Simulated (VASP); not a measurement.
Input of a VASP 6.6.1 run:

INCAR

```
SYSTEM = GaP
ALGO = Normal
EDIFF = 1E-8
ENCUT = 520
GGA = PE
ISIF = 2
ISMEAR = -1
LASPH = .True.
LCHARG = .False.
LEFG = .True.
LREAL = .False.
LWAVE = .False.
NBANDS = 16
NELM = 80
PREC = Accurate
SIGMA = 0.05
```

File KPOINTS:

```
k-points
0
Gamma
  10 10 10
  0 0 0
```

File POSCAR:

```
GaP
1.0
    0.0000000000      2.7252500000      2.7797550000
    2.7252500000      0.0000000000      2.7797550000
    2.7252500000      2.7252500000      0.0000000000
Ga P
1 1
Direct
    0.0000000000      0.0000000000      0.0000000000
    0.7500000000      0.7500000000      0.7500000000
```

Potentials or basis: VASP PAW PBE potentials, release 64 (Ga_d, P).

Command:

```bash
$ cat potpaw_PBE.64/Ga_d/POTCAR potpaw_PBE.64/P/POTCAR > POTCAR
$ mpirun -np 1 vasp_std > vasp.out
```

Q: What does it give for the band gap on the k mesh?

A: 1.54 eV, indirect (least direct gap 1.62 eV).

Q: Estimate the pressure.

A: 0.8 GPa.

Electric field gradients, principal values (V/Å²):
```csv
atom,least,middle,greatest (by size)
1 Ga,1.663,1.668,-3.331
2 P,-1.219,-1.220,2.439
```

Caveat: the cell differs from its parent crystal (zz strain of +2 %); without QUAD_EFG the Cq values of the log hold for a quadrupole moment of 1 mb, not for the nuclei. A k mesh can miss the band edges.
